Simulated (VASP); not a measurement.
# NaCl (Pm-3m) in VASP: further runs

Aim: see how the results for NaCl move with the level of theory and the settings. Levels: PBEsol, r2SCAN. Tasks: single point.

All numbers are computed with VASP 6.6.1; they aren't measurements. Logs are shortened: lines on timing, memory, paths and dates and some standing lists are left out, and cuts for length are marked.

## (1) The cell of the first run

It takes space group Pm-3m (No. 221, cubic). The conventional cell has a = 3.633 Å, b = 3.633 Å, c = 3.633 Å, α = 90.00°, β = 90.00°, γ = 90.00°. Within 4.1 Å of Na (site symmetry m-3m) lie 8 Cl at 3.15 Å and 6 Na at 3.63 Å. Within 4.1 Å of Cl (site symmetry m-3m) lie 8 Na at 3.15 Å and 6 Cl at 3.63 Å.

## (2) Single point, PBEsol (strained)

Input file INCAR:

```
ALGO = Normal
EDIFF = 1E-7
ENCUT = 520
GGA = PS
ISIF = 2
ISMEAR = 0
LASPH = True
LCHARG = False
LREAL = False
LWAVE = False
NBANDS = 14
NELM = 60
PREC = Accurate
SIGMA = 0.02
```

Input file KPOINTS:

```
k-points
0
Gamma
  6 6 6
```

Input file POSCAR:

```
NaCl
1.0
    3.6329967965      0.0000000000      0.0000000000
    0.0000000000      3.6329967965      0.0000000000
    0.0000000000      0.0000000000      3.6329967965
Na Cl
1 1
Direct
    0.0000000000      0.0000000000      0.0000000000
    0.5000000000      0.5000000000      0.5000000000
```

Potentials or basis: VASP PAW PBE potentials, release 64 (Na_pv, Cl).

Started as:

```
> cat potpaw_PBE.64/Na_pv/POTCAR potpaw_PBE.64/Cl/POTCAR > POTCAR
> mpirun -np 1 vasp_std > vasp.out
```

OUTCAR:

```text
EDIFF = 1E-7
   ENCUT = 520
   GGA = PS
   ISIF = 2
   ISMEAR = 0
   LASPH = True
   LREAL = False
   NELM = 60
   PREC = Accurate

 ion  position               nearest neighbor table
   1  0.000  0.000  0.000-
   2  0.500  0.500  0.500-

  LATTYP: Found a simple cubic cell.
 ALAT       =     3.6329967965

  Lattice vectors:

 A1 = (   3.6329967965,   0.0000000000,   0.0000000000)
 A2 = (   0.0000000000,   3.6329967965,   0.0000000000)
 A3 = (   0.0000000000,   0.0000000000,   3.6329967965)

Analysis of symmetry for initial positions (statically):
=====================================================================
 Subroutine PRICEL returns:
 Original cell was already a primitive cell.

 Routine SETGRP: Setting up the symmetry group for a
 simple cubic supercell.

 Subroutine GETGRP returns: Found 48 space group operations
 (whereof 48 operations were pure point group operations)
 out of a pool of 48 trial point group operations.

The static configuration has the point symmetry O_h .

Analysis of symmetry for dynamics (positions and initial velocities):
=====================================================================
 Subroutine PRICEL returns:
 Original cell was already a primitive cell.

 Routine SETGRP: Setting up the symmetry group for a
 simple cubic supercell.

 Subroutine GETGRP returns: Found 48 space group operations
 (whereof 48 operations were pure point group operations)
 out of a pool of 48 trial point group operations.

The dynamic configuration has the point symmetry O_h .

 Subroutine INISYM returns: Found 48 space group operations
 (whereof 48 operations are pure point group operations),
 and found     1 'primitive' translations

----------------------------------------------------------------------------------------

                                     Primitive cell

  volume of cell :      47.9507

  direct lattice vectors                    reciprocal lattice vectors
     3.632996797  0.000000000  0.000000000     0.275254853  0.000000000  0.000000000
     0.000000000  3.632996797  0.000000000     0.000000000  0.275254853  0.000000000
     0.000000000  0.000000000  3.632996797     0.000000000  0.000000000  0.275254853

  length of vectors
     3.632996797  3.632996797  3.632996797     0.275254853  0.275254853  0.275254853

  position of ions in fractional coordinates (direct lattice)
     0.000000000  0.000000000  0.000000000
     0.500000000  0.500000000  0.500000000

  ion indices of the primitive-cell ions
   primitive index   ion index
                 1           1
                 2           2

----------------------------------------------------------------------------------------

 KPOINTS: k-points

Automatic generation of k-mesh.
 Grid dimensions read from file:
 generate k-points for:    6    6    6

 Generating k-lattice:

  Cartesian coordinates                     Fractional coordinates (reciprocal lattice)
     0.045875809  0.000000000  0.000000000     0.166666667  0.000000000  0.000000000
     0.000000000  0.045875809  0.000000000     0.000000000  0.166666667  0.000000000
     0.000000000  0.000000000  0.045875809     0.000000000  0.000000000  0.166666667

  Length of vectors
     0.045875809  0.045875809  0.045875809

  Shift w.r.t. Gamma in fractional coordinates (k-lattice)
     0.000000000  0.000000000  0.000000000

 Subroutine IBZKPT returns following result:
 ===========================================

 Found     20 irreducible k-points:

 Following reciprocal coordinates:
            Coordinates               Weight
  0.000000  0.000000  0.000000      1.000000
  0.166667  0.000000  0.000000      6.000000
  0.333333  0.000000  0.000000      6.000000
  0.500000  0.000000  0.000000      3.000000
  0.166667  0.166667  0.000000     12.000000
  0.333333  0.166667  0.000000     24.000000
[... 12 lines left out ...]
  0.500000  0.500000  0.333333      6.000000
  0.500000  0.500000  0.500000      1.000000
   k-points           NKPTS =     20   k-points in BZ     NKDIM =     20   number of bands    NBANDS=     14
   number of dos      NEDOS =    301   number of ions     NIONS =      2
   total plane-waves  NPLWV =  21952
   dimension x,y,z NGX =    28 NGY =   28 NGZ =   28
   dimension x,y,z NGXF=    56 NGYF=   56 NGZF=   56
   ions per type =               1   1
   NGX,Y,Z   is equivalent  to a cutoff of  12.81, 12.81, 12.81 a.u.
   NGXF,Y,Z  is equivalent  to a cutoff of  25.63, 25.63, 25.63 a.u.
 SYSTEM =  unknown system
   PREC   = accura    normal or accurate (medium, high low for compatibility)
   ISTART =      0    job   : 0-new  1-cont  2-samecut
   ICHARG =      2    charge: 1-file 2-atom 10-const
   ISPIN  =      1    spin polarized calculation?
   LNONCOLLINEAR =      F non collinear calculations
   LSORBIT =      F    spin-orbit coupling
   LASPH  =      T    aspherical Exc in radial PAW
   ENCUT  =  520.0 eV  38.22 Ry    6.18 a.u.   6.75  6.75  6.75*2*pi/ulx,y,z
   NELM   =     60;   NELMIN=  2; NELMDL= -5     # of ELM steps
   EDIFF  = 0.1E-06   stopping-criterion for ELM
   LREAL  =      F    real-space projection
   EDIFFG = 0.1E-05   stopping-criterion for IOM
   NSW    =      0    number of steps for IOM
   IBRION =     -1    ionic relax: 0-MD 1-quasi-New 2-CG
   NFREE  =      0    steps in history (QN), initial steepest desc. (CG)
   ISIF   =      2    stress and relaxation
   ISYM   =      2    0-nonsym 1-usesym 2-fastsym
   POTIM  = 0.5000    time-step for ionic-motion
   TEBEG  =    0.0;   TEEND  =   0.0 temperature during run
   PSTRESS=    0.0 pullay stress
   NELECT =      14.0000    total number of electrons
   NUPDOWN=      -1.0000    fix difference up-down
   EMIN   =  10.00;   EMAX   =-10.00  energy-range for DOS
   EFERMI =   0.00;   METHOD = LEGACY
   ISMEAR =     0;   SIGMA  =   0.02  broadening in eV -4-tet -1-fermi 0-gaus
   EFERMI_NEDOS =   21; number of points for ismear=-14 and -15
   IALGO  =     38    algorithm
   IMIX   =      4    mixing-type and parameters
     AMIX     =   0.40;   BMIX     =  1.00
     AMIX_MAG =   1.60;   BMIX_MAG =  1.00
  volume/ion in A,a.u.               =      23.98       161.79
  Fermi-wavevector in a.u.,A,eV,Ry     =   1.086057  2.052350 16.048332  1.179519
  Thomas-Fermi vector in A             =   2.222185
   LORBIT       =      0    0 simple, 1 ext, 2 COOP (PROOUT), +10 PAW based schemes
   GGA     = PS    functional components
   LHFCALC =     F    Hartree Fock is set to
   AEXX    =    0.0000 exact exchange contribution
   IVDW    =     0    specifies the selected vdW correction
   LEPSILON=     F    determine dielectric tensor
   LRPA    =     F    only Hartree local field effects (RPA)
 non-spin polarized calculation
 Gauss-broadening in eV      SIGMA  =   0.02
  energy-cutoff  :      520.00
  volume of cell :       47.95
 maximum number of plane-waves:      1328
 NGX is ok and might be reduce to    28
   NGX = 13   NGY = 13   NGZ = 13

 number of electron      14.0000021 magnetization

 Free energy of the ion-electron system (eV)
  ---------------------------------------------------
  ext. energy  EPLUGINS =         0.00000000
  ---------------------------------------------------
  free energy    TOTEN  =        -6.65226836 eV

  energy without entropy =       -6.65226836  energy(sigma->0) =       -6.65226836

 E-fermi :  -0.2172     XC(G=0):  -8.1079

 val. band max:       -0.3310627890   @ k =   0.5000   0.5000   0.0000
 cond. band min:       3.1922848512   @ k =   0.0000   0.0000   0.0000
 fundamental gap:      3.5233476402
 Fermi energy:        -0.2172032047

 k-point     1 :       0.0000    0.0000    0.0000
  band No.  band energies     occupation
      1     -22.3574      2.00000
      2     -22.3574      2.00000
      3     -22.3574      2.00000
      4     -13.3541      2.00000
      5      -0.7474      2.00000
      6      -0.7474      2.00000
      7      -0.7474      2.00000
      8       3.1923      0.00000
      9       8.1634      0.00000
     10       8.1634      0.00000
     11      14.2688      0.00000
     12      14.2688      0.00000
     13      14.2688      0.00000
     14      15.1810      0.00000

 k-point     2 :       0.1667    0.0000    0.0000
  band No.  band energies     occupation
      1     -22.3642      2.00000
      2     -22.3568      2.00000
      3     -22.3568      2.00000
      4     -13.2901      2.00000
      5      -1.4355      2.00000
      6      -0.6984      2.00000
      7      -0.6984      2.00000
      8       3.8750      0.00000
      9       8.4504      0.00000
     10       8.5061      0.00000
     11      12.9527      0.00000
     12      12.9527      0.00000
     13      13.8251      0.00000
     14      15.3796      0.00000

 k-point     3 :       0.3333    0.0000    0.0000
  band No.  band energies     occupation
      1     -22.3777      2.00000
      2     -22.3556      2.00000
      3     -22.3556      2.00000
      4     -13.1560      2.00000
      5      -2.4526      2.00000
      6      -0.5967      2.00000
      7      -0.5967      2.00000
      8       5.1269      0.00000
      9       8.2921      0.00000
     10       9.2651      0.00000
     11      11.6403      0.00000
     12      11.6403      0.00000
     13      13.4846      0.00000
     14      14.7893      0.00000
[... 256 lines left out ...]
 k-point    19 :       0.5000    0.5000    0.3333
  band No.  band energies     occupation
      1     -22.3767      2.00000
      2     -22.3767      2.00000
      3     -22.3702      2.00000
      4     -12.7257      2.00000
      5      -2.0006      2.00000
      6      -2.0006      2.00000
      7      -1.5585      2.00000
      8       6.0912      0.00000
      9       7.1711      0.00000
     10       7.1711      0.00000
     11      11.5739      0.00000
     12      12.6276      0.00000
     13      14.0702      0.00000
     14      14.0702      0.00000

 k-point    20 :       0.5000    0.5000    0.5000
  band No.  band energies     occupation
      1     -22.3759      2.00000
      2     -22.3759      2.00000
      3     -22.3759      2.00000
      4     -12.6722      2.00000
      5      -1.8989      2.00000
      6      -1.8989      2.00000
      7      -1.8989      2.00000
      8       6.6197      0.00000
      9       6.6197      0.00000
     10       6.6197      0.00000
     11      10.5051      0.00000
     12      14.3824      0.00000
     13      14.3824      0.00000
     14      14.3824      0.00000

------------------------ aborting loop because EDIFF is reached ----------------------------------------

  FORCE on cell =-STRESS in cart. coord.  units (eV):
  Direction    XX          YY          ZZ          XY          YZ          ZX
  --------------------------------------------------------------------------------------
  -------------------------------------------------------------------------------------
  Total       -0.9410430     -0.9410430     -0.9410430      0.0000000      0.0000000     -0.0000000
  in kB      -31.4430740    -31.4430740    -31.4430740      0.0000000      0.0000000     -0.0000000
  external PRESSURE =     -31.4430740 kB  Pullay stress =       0.0000000 kB

 VOLUME and BASIS-vectors are now :
 -----------------------------------------------------------------------------
  energy-cutoff  :      520.00
  volume of cell :       47.95
      direct lattice vectors                 reciprocal lattice vectors
     3.632996797  0.000000000  0.000000000     0.275254853  0.000000000  0.000000000
     0.000000000  3.632996797  0.000000000     0.000000000  0.275254853  0.000000000
     0.000000000  0.000000000  3.632996797     0.000000000  0.000000000  0.275254853

 POSITION                                       TOTAL-FORCE (eV/Angst)
 -----------------------------------------------------------------------------------
      0.00000      0.00000      0.00000         0.000000      0.000000      0.000000
      1.81650      1.81650      1.81650         0.000000      0.000000      0.000000
 -----------------------------------------------------------------------------------
    total drift:                               -0.000000      0.000000      0.000000

  FREE ENERGIE OF THE ION-ELECTRON SYSTEM (eV)
  ---------------------------------------------------
  free  energy   TOTEN  =        -6.6522683625 eV

  energy  without entropy=       -6.6522683625  energy(sigma->0) =       -6.65226836
```

It used 9.1 s of CPU time on 1 thread of Intel Xeon 6975P-C, with other jobs on the host.

What came out:

| Property | Result |
| --- | --- |
| Free energy | -6.6523 eV |
| Pressure | -3.1 GPa |
| Band gap on the k mesh | 3.52 eV, indirect (least direct gap 3.94 eV) |

Caveat: the cell differs from its parent crystal (strained); the PAW data sets were made with another functional, which shifts forces and pressure a little.

## (3) Single point, r2SCAN (functional r2SCAN, strained)

Input file POSCAR:

```
NaCl
1.0
    3.4184876590      0.0000000000      0.0000000000
    0.0000000000      3.4184876590      0.0000000000
    0.0000000000      0.0000000000      3.4184876590
Na Cl
1 1
Direct
    0.0000000000      0.0000000000      0.0000000000
    0.5000000000      0.5000000000      0.5000000000
```

Input file INCAR.step1:

```
SYSTEM = NaCl
  ALGO = Normal
  EDIFF = 1E-4
  ENCUT = 520
  GGA = PE
  ISMEAR = 0
  LASPH = .True.
  LCHARG = .False.
  LREAL = .False.
  LWAVE = .True.
  NBANDS = 14
  NELM = 60
  PREC = Accurate
  SIGMA = 0.02
```

Input file INCAR.step2:

```
SYSTEM = NaCl
  ALGO = Normal
  EDIFF = 1E-6
  ENCUT = 520
  ISIF = 2
  ISMEAR = 0
  ISTART = 1
  LASPH = .True.
  LCHARG = .False.
  LMIXTAU = .True.
  LREAL = .False.
  LWAVE = .False.
  METAGGA = R2SCAN
  NBANDS = 14
  NELM = 60
  PREC = Accurate
  SIGMA = 0.02
```

Input file KPOINTS:

```
k-points
0
Gamma
  6 6 6
  0 0 0
```

Potentials or basis: VASP PAW PBE potentials, release 64 (Na_pv, Cl).

Started as:

```
> cat potpaw_PBE.64/Na_pv/POTCAR potpaw_PBE.64/Cl/POTCAR > POTCAR
> cp INCAR.step1 INCAR
> mpirun -np 1 vasp_std > vasp.out
> cp INCAR.step2 INCAR
> mpirun -np 1 vasp_std > vasp.out
```

It used 30 s of CPU time on 1 thread of Intel Xeon 6975P-C, on a shared host.

It converged, with:

```
Free energy            : -13.4623 eV
Pressure               : 1.0 GPa
Band gap on the k mesh : 5.09 eV, indirect (least direct gap 5.66 eV)
```

Levels at points of the mesh, in eV from the valence-band top:
```csv
k point,band 4,band 5,band 6,band 7,band 8,band 9,band 10,band 11
"(0.00, 0.00, 0.00)",-14.23,-0.57,-0.57,-0.57,5.09,9.09,9.09,16.92
"(0.50, 0.00, 0.00)",-13.79,-3.30,-0.31,-0.31,7.95,10.05,11.22,12.81
"(0.50, 0.50, 0.00)",-13.47,-2.58,-2.58,0.00,6.22,10.81,12.45,12.45
"(0.50, 0.50, 0.50)",-13.12,-2.14,-2.14,-2.14,7.75,7.75,7.75,13.58
```

Caveat: the cell differs from its parent crystal (functional r2SCAN, strained); the PAW data sets were made with another functional, which shifts forces and pressure a little.
